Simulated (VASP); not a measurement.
# Tc (Im-3m) in VASP: density of states with PBE

Aim: the density of states of Tc with PBE.

Everything below comes from runs of VASP 6.6.1. Logs are shortened: lines on timing, memory, paths and dates and some standing lists are left out, and cuts for length are marked.

## Step 1: The cell of the first run

Symmetry: Im-3m, No. 229, cubic system. Conventional cell: a = 3.080 Å, b = 3.080 Å, c = 3.080 Å, α = 90.00°, β = 90.00°, γ = 90.00°. Tc (site symmetry m-3m) has 14 Tc at 2.67 to 3.08 Å within 3.5 Å.

## Step 2: Density of states, PBE

Input file POSCAR:

```
Tc
1.0
   -1.5400155653      1.5400155653      1.5400155653
    1.5400155653     -1.5400155653      1.5400155653
    1.5400155653      1.5400155653     -1.5400155653
Tc
1
Direct
    0.0000000000      0.0000000000      0.0000000000
```

Input file INCAR.step1:

```
PREC     = Accurate       # precision mode
ENCUT    = 520            # plane-wave cutoff, eV
EDIFF    = 1E-7           # SCF threshold, eV
ISMEAR   = 0              # smearing method
SIGMA    = 0.05           # smearing width, eV
LREAL    = F              # projectors in reciprocal space
LASPH    = T              # aspherical terms in the spheres
NELM     = 100            # most SCF steps
ALGO     = Fast           # electronic algorithm
ISIF     = 2              # what is computed and relaxed
LWAVE    = F              # write WAVECAR
LCHARG   = T              # write CHGCAR
LMAXMIX  = 4              # l up to which the mixer works
GGA      = PE             # functional
NBANDS   = 12             # bands
```

Input file KPOINTS.step1:

```
regular mesh
0
Gamma
  20 20 20
```

Input file INCAR.step2:

```
PREC     = Accurate       # precision mode
ENCUT    = 520            # plane-wave cutoff, eV
EDIFF    = 1E-7           # SCF threshold, eV
ISMEAR   = -5             # smearing method
SIGMA    = 0.05           # smearing width, eV
LREAL    = F              # projectors in reciprocal space
LASPH    = T              # aspherical terms in the spheres
NELM     = 100            # most SCF steps
ALGO     = Fast           # electronic algorithm
ISIF     = 2              # what is computed and relaxed
LWAVE    = F              # write WAVECAR
LCHARG   = F              # write CHGCAR
LMAXMIX  = 4              # l up to which the mixer works
GGA      = PE             # functional
LORBIT   = 11             # projections on sites
NEDOS    = 1001           # points of the DOS
ICHARG   = 11             # starting density
```

Input file KPOINTS.step2:

```
regular mesh
0
Gamma
  30 30 30
```

Potentials or basis: VASP PAW PBE potentials, release 64 (Tc_pv).

Run with:

```bash
> cat potpaw_PBE.64/Tc_pv/POTCAR > POTCAR
> cp INCAR.step1 INCAR
> cp KPOINTS.step1 KPOINTS
> mpirun -np 1 vasp_std > vasp.out
> cp INCAR.step2 INCAR
> cp KPOINTS.step2 KPOINTS
> mpirun -np 1 vasp_std > vasp.out
```

OUTCAR:

```text
PREC = Accurate
   ENCUT = 520
   EDIFF = 1E-7
   ISMEAR = -5
   LREAL = F
   LASPH = T
   NELM = 100
   ISIF = 2
   GGA = PE
   LORBIT = 11
   ICHARG = 11

 ion  position               nearest neighbor table
   1  0.000  0.000  0.000-

  LATTYP: Found a body centered cubic cell.
 ALAT       =     3.0800311306

  Lattice vectors:

 A1 = (  -1.5400155653,   1.5400155653,   1.5400155653)
 A2 = (   1.5400155653,  -1.5400155653,   1.5400155653)
 A3 = (   1.5400155653,   1.5400155653,  -1.5400155653)

Analysis of symmetry for initial positions (statically):
=====================================================================
 Subroutine PRICEL returns:
 Original cell was already a primitive cell.

 Routine SETGRP: Setting up the symmetry group for a
 body centered cubic supercell.

 Subroutine GETGRP returns: Found 48 space group operations
 (whereof 48 operations were pure point group operations)
 out of a pool of 48 trial point group operations.

The static configuration has the point symmetry O_h .

Analysis of symmetry for dynamics (positions and initial velocities):
=====================================================================
 Subroutine PRICEL returns:
 Original cell was already a primitive cell.

 Routine SETGRP: Setting up the symmetry group for a
 body centered cubic supercell.

 Subroutine GETGRP returns: Found 48 space group operations
 (whereof 48 operations were pure point group operations)
 out of a pool of 48 trial point group operations.

The dynamic configuration has the point symmetry O_h .

 Subroutine INISYM returns: Found 48 space group operations
 (whereof 48 operations are pure point group operations),
 and found     1 'primitive' translations

----------------------------------------------------------------------------------------

                                     Primitive cell

  volume of cell :      14.6095

  direct lattice vectors                    reciprocal lattice vectors
    -1.540015565  1.540015565  1.540015565     0.000000000  0.324672043  0.324672043
     1.540015565 -1.540015565  1.540015565     0.324672043  0.000000000  0.324672043
     1.540015565  1.540015565 -1.540015565     0.324672043  0.324672043  0.000000000

  length of vectors
     2.667385204  2.667385204  2.667385204     0.459155607  0.459155607  0.459155607

  position of ions in fractional coordinates (direct lattice)
[... 85 lines left out ...]
   ISIF   =      2    stress and relaxation
   ISYM   =      2    0-nonsym 1-usesym 2-fastsym
   POTIM  = 0.5000    time-step for ionic-motion
   TEBEG  =    0.0;   TEEND  =   0.0 temperature during run
   PSTRESS=    0.0 pullay stress
   NELECT =      13.0000    total number of electrons
   NUPDOWN=      -1.0000    fix difference up-down
   EMIN   =  10.00;   EMAX   =-10.00  energy-range for DOS
   EFERMI =   0.00;   METHOD = LEGACY
   ISMEAR =    -5;   SIGMA  =   0.05  broadening in eV -4-tet -1-fermi 0-gaus
   EFERMI_NEDOS =   21; number of points for ismear=-14 and -15
   IALGO  =     68    algorithm
   IMIX   =      4    mixing-type and parameters
     AMIX     =   0.40;   BMIX     =  1.00
     AMIX_MAG =   1.60;   BMIX_MAG =  1.00
  volume/ion in A,a.u.               =      14.61        98.59
  Fermi-wavevector in a.u.,A,eV,Ry     =   1.574626  2.975612 33.734939  2.479448
  Thomas-Fermi vector in A             =   2.675732
   LORBIT       =     11    0 simple, 1 ext, 2 COOP (PROOUT), +10 PAW based schemes
   GGA     = PE    functional components
   LHFCALC =     F    Hartree Fock is set to
   AEXX    =    0.0000 exact exchange contribution
   IVDW    =     0    specifies the selected vdW correction
   LEPSILON=     F    determine dielectric tensor
   LRPA    =     F    only Hartree local field effects (RPA)
 non-spin polarized calculation
 RMM-DIIS sequential band-by-band and
 Fermi weights with tetrahedron method with Bloechl corrections
  energy-cutoff  :      520.00
  volume of cell :       14.61
 maximum number of plane-waves:       410

 number of electron      13.0000002 magnetization

 Free energy of the ion-electron system (eV)
  ---------------------------------------------------
  ext. energy  EPLUGINS =         0.00000000
  ---------------------------------------------------
  free energy    TOTEN  =       -10.09775840 eV

  energy without entropy =      -10.09775840  energy(sigma->0) =      -10.09775840

 E-fermi :  12.9335     XC(G=0): -13.6847

 val. band max:       12.9491546417   @ k =   0.1667   0.0000   0.0000
 cond. band min:      12.9011681037   @ k =   0.5000   0.5000   0.3000
 fundamental gap:     -0.0479865380
 Fermi energy:        12.9334671041

 k-point     1 :       0.0000    0.0000    0.0000
  band No.  band energies     occupation
      1     -25.9265      2.00000
      2     -25.9265      2.00000
      3     -25.9265      2.00000
      4       5.0690      2.00000
      5      10.5754      2.00000
      6      10.5754      2.00000
      7      10.5754      2.00000
      8      13.4586      0.00000
      9      13.4586      0.00000
     10      28.7455      0.00000
[... 287 lines left out ...]
 k-point    24 :       0.2667    0.0333    0.0000
  band No.  band energies     occupation
      1     -26.6698      2.00000
      2     -26.1641      2.00000
      3     -25.9360      2.00000
      4       7.2373      2.00000
      5       9.3467      2.00000
      6      10.7678      2.00000
      7      13.0168      0.18252
      8      13.5399     -0.01090
      9      13.7089      0.00000
     10      27.9412      0.00000

 [... further k-points ...]

------------------------ aborting loop because EDIFF is reached ----------------------------------------

  FORCE on cell =-STRESS in cart. coord.  units (eV):
  Direction    XX          YY          ZZ          XY          YZ          ZX
  --------------------------------------------------------------------------------------
  -------------------------------------------------------------------------------------
  Total       -0.0652780     -0.0652780     -0.0652780     -0.0000000      0.0000000      0.0000000
  in kB       -7.1588255     -7.1588255     -7.1588255     -0.0000000      0.0000000      0.0000000
  external PRESSURE =      -7.1588255 kB  Pullay stress =       0.0000000 kB

 VOLUME and BASIS-vectors are now :
 -----------------------------------------------------------------------------
  energy-cutoff  :      520.00
  volume of cell :       14.61
      direct lattice vectors                 reciprocal lattice vectors
    -1.540015565  1.540015565  1.540015565     0.000000000  0.324672043  0.324672043
     1.540015565 -1.540015565  1.540015565     0.324672043  0.000000000  0.324672043
     1.540015565  1.540015565 -1.540015565     0.324672043  0.324672043  0.000000000

 POSITION                                       TOTAL-FORCE (eV/Angst)
 -----------------------------------------------------------------------------------
      0.00000      0.00000      0.00000         0.000000      0.000000     -0.000000
 -----------------------------------------------------------------------------------
    total drift:                               -0.000000     -0.000000      0.000000

  FREE ENERGIE OF THE ION-ELECTRON SYSTEM (eV)
  ---------------------------------------------------
  free  energy   TOTEN  =       -10.0977583999 eV

  energy  without entropy=      -10.0977583999  energy(sigma->0) =      -10.09775840

 total charge

# of ion       s       p       d       tot
------------------------------------------
    1        0.461   6.496   5.056  12.013
```

It took 72 s on 1 thread of Intel Xeon Platinum 8488C (Sapphire Rapids), shared host; peak memory 0.27 GiB.

What came out:

| Property | Result |
| --- | --- |
| Valence electrons inside the program's atomic spheres | Tc 12.01 |

Levels at points of the mesh, in eV from the Fermi level:
```csv
k point,band 2,band 3,band 4,band 5,band 6,band 7,band 8,band 9,band 10
"(0.00, 0.00, 0.00)",-38.86,-38.86,-7.86,-2.36,-2.36,-2.36,0.53,0.53,15.81
"(0.50, 0.00, 0.00)",-39.25,-38.87,-6.02,-4.26,0.53,1.08,1.20,3.34,10.77
"(0.50, 0.50, 0.50)",-39.70,-39.70,-6.14,-6.14,2.65,2.65,2.65,9.05,9.05
```

Caveat: tetrahedron occupations give inexact forces and stress in metals.
